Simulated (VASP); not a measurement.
# BaZrO3 (Pm-3m) in VASP: vibrations by perturbation theory with PBEsol

Aim: the vibrations by perturbation theory of BaZrO3 with PBEsol.

Program: VASP 6.6.1. These are calculated values, not measurements. Logs are shortened: lines on timing, memory, paths and dates and some standing lists are left out, and cuts for length are marked.

## (1) The cell of the first run

It takes space group Pm-3m (No. 221, cubic). Conventional cell: a = 4.198 Å, b = 4.198 Å, c = 4.198 Å, α = 90.00°, β = 90.00°, γ = 90.00°. Ba (site symmetry m-3m) has 12 O at 2.97 Å and 8 Zr at 3.64 Å within 3.9 Å. Within 2.8 Å of Zr (site symmetry m-3m) lie 6 O at 2.10 Å. O (site symmetry 4/mmm) has 2 Zr at 2.10 Å within 2.8 Å.

## (2) Vibrations by perturbation theory, PBEsol

Input file INCAR:

```
SYSTEM = BaZrO3
  ALGO = Normal
  EDIFF = 1E-8
  ENCUT = 520
  GGA = PS
  IBRION = 8
  ISIF = 2
  ISMEAR = 0
  LASPH = .TRUE.
  LCHARG = .FALSE.
  LREAL = .FALSE.
  LWAVE = .FALSE.
  NELM = 100
  NSW = 1
  PREC = Accurate
  SIGMA = 0.01
```

Input file KPOINTS:

```
k-points
0
G
  4 4 4
  0 0 0
```

Input file POSCAR:

```
BaZrO3
1.0
    4.1984397230      0.0000000000      0.0000000000
    0.0000000000      4.1984397230      0.0000000000
    0.0000000000      0.0000000000      4.1984397230
Ba Zr O
1 1 3
Direct
    0.0000000000      0.0000000000      0.0000000000
    0.5000000000      0.5000000000      0.5000000000
    0.0000000000      0.5000000000      0.5000000000
    0.5000000000      0.0000000000      0.5000000000
    0.5000000000      0.5000000000      0.0000000000
```

Potentials or basis: VASP PAW PBE potentials, release 64 (Ba_sv, Zr_sv, O).

The run is started by

```bash
cat potpaw_PBE.64/Ba_sv/POTCAR potpaw_PBE.64/Zr_sv/POTCAR potpaw_PBE.64/O/POTCAR > POTCAR
mpirun -np 1 vasp_std > vasp.out
```

OUTCAR:

```text
SYSTEM = BaZrO3
   EDIFF = 1E-8
   ENCUT = 520
   GGA = PS
   IBRION = 8
   ISIF = 2
   ISMEAR = 0
   LASPH = .TRUE.
   LREAL = .FALSE.
   NELM = 100
   NSW = 1
   PREC = Accurate

 ion  position               nearest neighbor table
   1  0.000  0.000  0.000-   3 2.97   4 2.97   5 2.97   3 2.97   4 2.97   3 2.97   5 2.97   3 2.97
                             4 2.97   5 2.97   4 2.97   5 2.97   2 3.64   2 3.64   2 3.64   2 3.64
   2  0.500  0.500  0.500-   3 2.10   4 2.10   5 2.10   5 2.10   4 2.10   3 2.10   1 3.64   1 3.64
                             1 3.64   1 3.64   1 3.64   1 3.64   1 3.64   1 3.64
   3  0.000  0.500  0.500-   2 2.10   2 2.10   1 2.97   1 2.97   1 2.97   1 2.97
   4  0.500  0.000  0.500-   2 2.10   2 2.10   1 2.97   1 2.97   1 2.97   1 2.97
   5  0.500  0.500  0.000-   2 2.10   2 2.10   1 2.97   1 2.97   1 2.97   1 2.97

  LATTYP: Found a simple cubic cell.
 ALAT       =     4.1984397230

  Lattice vectors:

 A1 = (   4.1984397230,   0.0000000000,   0.0000000000)
 A2 = (   0.0000000000,   4.1984397230,   0.0000000000)
 A3 = (   0.0000000000,   0.0000000000,   4.1984397230)

Analysis of symmetry for initial positions (statically):
=====================================================================
 Subroutine PRICEL returns:
 Original cell was already a primitive cell.

 Routine SETGRP: Setting up the symmetry group for a
 simple cubic supercell.

 Subroutine GETGRP returns: Found 48 space group operations
 (whereof 48 operations were pure point group operations)
 out of a pool of 48 trial point group operations.

The static configuration has the point symmetry O_h .

Analysis of symmetry for dynamics (positions and initial velocities):
=====================================================================
 Subroutine PRICEL returns:
 Original cell was already a primitive cell.

 Routine SETGRP: Setting up the symmetry group for a
 simple cubic supercell.

 Subroutine GETGRP returns: Found 48 space group operations
 (whereof 48 operations were pure point group operations)
 out of a pool of 48 trial point group operations.

The dynamic configuration has the point symmetry O_h .

 Subroutine INISYM returns: Found 48 space group operations
 (whereof 48 operations are pure point group operations),
 and found     1 'primitive' translations

----------------------------------------------------------------------------------------

                                     Primitive cell

  volume of cell :      74.0055

  direct lattice vectors                    reciprocal lattice vectors
     4.198439723  0.000000000  0.000000000     0.238183722  0.000000000  0.000000000
     0.000000000  4.198439723  0.000000000     0.000000000  0.238183722  0.000000000
     0.000000000  0.000000000  4.198439723     0.000000000  0.000000000  0.238183722

  length of vectors
     4.198439723  4.198439723  4.198439723     0.238183722  0.238183722  0.238183722

[... 403 lines left out ...]
  --------------------------------------------------------------------------------------
  -------------------------------------------------------------------------------------
  Total       -0.4087353     -0.4087353     -0.4087353     -0.0000000     -0.0000000     -0.0000000
  in kB       -8.8488943     -8.8488943     -8.8488943     -0.0000000     -0.0000000     -0.0000000
  external PRESSURE =      -8.8488943 kB  Pullay stress =       0.0000000 kB

 VOLUME and BASIS-vectors are now :
 -----------------------------------------------------------------------------
  energy-cutoff  :      520.00
  volume of cell :       74.01
      direct lattice vectors                 reciprocal lattice vectors
     4.198439723  0.000000000  0.000000000     0.238183722  0.000000000  0.000000000
     0.000000000  4.198439723  0.000000000     0.000000000  0.238183722  0.000000000
     0.000000000  0.000000000  4.198439723     0.000000000  0.000000000  0.238183722

 POSITION                                       TOTAL-FORCE (eV/Angst)
 -----------------------------------------------------------------------------------
      0.00000      0.00000      0.00000         0.000000      0.000000      0.000000
      2.09922      2.09922      2.09922         0.000000      0.000000      0.000000
      0.00000      2.09922      2.09922         0.000000      0.000000      0.000000
      2.09922      0.00000      2.09922         0.000000      0.000000      0.000000
      2.09922      2.09922      0.00000         0.000000      0.000000      0.000000
 -----------------------------------------------------------------------------------
    total drift:                                0.000000     -0.000000     -0.000000

  FREE ENERGIE OF THE ION-ELECTRON SYSTEM (eV)
  ---------------------------------------------------
  free  energy   TOTEN  =       -43.6120628870 eV

  energy  without entropy=      -43.6120628870  energy(sigma->0) =      -43.61206289

[... ionic steps 2 to 9 ...]

--------------------------------------- Ionic step       10  -------------------------------------------

------------------------ aborting loop because EDIFF is reached ----------------------------------------

--------------------------------------- Ionic step       11  -------------------------------------------

 Free energy of the ion-electron system (eV)
  ---------------------------------------------------
  ---------------------------------------------------
  free energy    TOTEN  =        -0.36759587 eV

  energy without entropy =       -0.36759587

------------------------ aborting loop because EDIFF is reached ----------------------------------------

 INTERNAL STRAIN TENSOR  FOR ION    3  DIRECTION 2   (eV/Angst):
 -----------------------------------------------------------------------------
    -0.04573  0.00000  0.00000
     0.00000  0.04433  0.00000
     0.00000  0.00000 -0.00294

 INTERNAL STRAIN TENSOR FOR ION    5 for displacements in x,y,z  (eV/Angst):
          X           Y           Z          XY          YZ          ZX
  --------------------------------------------------------------------------------
  x     0.00000     0.00000     0.00000     0.00000     0.00000     0.00000
  y     0.00000     0.00000     0.00000     0.00000     0.00000     0.00000
  z     0.00000     0.00000     0.00000     0.00000     0.00000     0.00000

 SECOND DERIVATIVES (NOT SYMMETRIZED)
 ------------------------------------
               1X          1Y          1Z          2X          2Y          2Z          3X          3Y          3Z          4X          4Y          4Z          5X          5Y          5Z
  1X    -3.462989   -0.000000   -0.000000    3.375956    0.000000    0.000000    1.166422    0.000000   -0.000000   -0.539694    0.000000   -0.000000   -0.539694    0.000000    0.000000
  1Y    -0.000000   -3.462989   -0.000000    0.000000    3.375956    0.000000    0.000000   -0.539694    0.000000    0.000000    1.166422   -0.000000   -0.000000   -0.539694   -0.000000
  1Z    -0.000000   -0.000000   -3.462989    0.000000    0.000000    3.375956   -0.000000   -0.000000   -0.539694   -0.000000    0.000000   -0.539694   -0.000000   -0.000000    1.166422
  2X     3.375955    0.000000    0.000000   -7.574184   -0.000000    0.000000    4.010047   -0.000000   -0.000000    0.094091    0.000000   -0.000000    0.094091    0.000000   -0.000000
  2Y     0.000000    3.375955   -0.000000   -0.000000   -7.574184    0.000000   -0.000000    0.094091   -0.000000   -0.000000    4.010047    0.000000    0.000000    0.094091    0.000000
  2Z     0.000000    0.000000    3.375955   -0.000000   -0.000000   -7.574184   -0.000000   -0.000000    0.094091   -0.000000   -0.000000    0.094091   -0.000000   -0.000000    4.010047
  3X     1.152046    0.000000    0.000000    4.015455   -0.000000    0.000000  -11.905278   -0.000000    0.000000    3.368889    0.000000    0.000000    3.368889   -0.000000    0.000000
  3Y     0.000000   -0.541502    0.000000    0.000000    0.088848    0.000000    0.000000   -2.360903    0.000000    0.000000    3.370418    0.000000    0.000000   -0.556861    0.000000
  3Z     0.000000    0.000000   -0.541502    0.000000    0.000000    0.088848    0.000000    0.000000   -2.360903    0.000000    0.000000   -0.556861    0.000000    0.000000    3.370418
  4X    -0.541502    0.000000    0.000000    0.088848    0.000000    0.000000    3.370418    0.000000    0.000000   -2.360903    0.000000    0.000000   -0.556861    0.000000    0.000000
  4Y     0.000000    1.152046   -0.000000   -0.000000    4.015455   -0.000000    0.000000    3.368889   -0.000000   -0.000000  -11.905278    0.000000   -0.000000    3.368889    0.000000
  4Z     0.000000    0.000000   -0.541502    0.000000    0.000000    0.088848    0.000000    0.000000   -0.556861    0.000000    0.000000   -2.360903    0.000000    0.000000    3.370418
  5X    -0.541502    0.000000    0.000000    0.088848    0.000000    0.000000    3.370418    0.000000    0.000000   -0.556861    0.000000    0.000000   -2.360903    0.000000    0.000000
  5Y     0.000000   -0.541502    0.000000    0.000000    0.088848    0.000000    0.000000   -0.556861    0.000000    0.000000    3.370418    0.000000    0.000000   -2.360903    0.000000
  5Z    -0.000000    0.000000    1.152046   -0.000000    0.000000    4.015455   -0.000000    0.000000    3.368889   -0.000000   -0.000000    3.368889    0.000000    0.000000  -11.905278

 Eigenvectors and eigenvalues of the dynamical matrix
 ----------------------------------------------------

   1 f  =   14.704223 THz    92.389356 2PiTHz  490.480073 cm-1    60.811751 meV
             X         Y         Z           dx          dy          dz
      0.000000  0.000000  0.000000     0.029485    0.001914    0.000000
      2.099220  2.099220  2.099220     0.116742    0.007580    0.000000
      0.000000  2.099220  2.099220    -0.911944    0.017761   -0.000000
      2.099220  0.000000  2.099220     0.273552   -0.059210   -0.000000
      2.099220  2.099220  0.000000     0.273552    0.017761    0.000000
[... 105 lines left out ...]
  15 f/i=    0.008144 THz     0.051172 2PiTHz    0.271666 cm-1     0.033682 meV
             X         Y         Z           dx          dy          dz
      0.000000  0.000000  0.000000     0.018284   -0.017165   -0.702563
      2.099220  2.099220  2.099220     0.014950   -0.014034   -0.574433
      0.000000  2.099220  2.099220     0.006280   -0.005907   -0.241793
      2.099220  0.000000  2.099220     0.006293   -0.005896   -0.241793
      2.099220  2.099220  0.000000     0.006293   -0.005907   -0.241311

--------------------------------------------------------------------------------------------------------

 ELASTIC MODULI CONTR FROM IONIC RELAXATION (kBar)
 Direction    XX          YY          ZZ          XY          YZ          ZX
 --------------------------------------------------------------------------------
 XX           0.0000      0.0000      0.0000      0.0000      0.0000      0.0000
 YY           0.0000      0.0000      0.0000      0.0000      0.0000      0.0000
 ZZ           0.0000      0.0000      0.0000      0.0000      0.0000      0.0000
 XY           0.0000      0.0000      0.0000      0.0000      0.0000      0.0000
 YZ           0.0000      0.0000      0.0000      0.0000      0.0000      0.0000
 ZX           0.0000      0.0000      0.0000      0.0000      0.0000      0.0000
 --------------------------------------------------------------------------------
```

Wall time 10 min (1 thread of Intel Xeon 8259CL, shared host); peak memory 0.29 GiB.

What came out:

- Highest phonon frequency at Γ, LO-TO splitting left out: 490 cm⁻¹

Phonon frequencies in cm⁻¹ (negative: imaginary):
| q point | frequencies |
| --- | --- |
| (0.000, 0.000, 0.000) | 0 0 0 94 94 94 175 175 175 179 179 179 490 490 490 |

Caveat: the k points lie up to 0.37 Å⁻¹ apart; the PAW data sets were made with another functional, which shifts forces and pressure a little; spin-orbit coupling is left out, which moves the levels of the heavy elements.
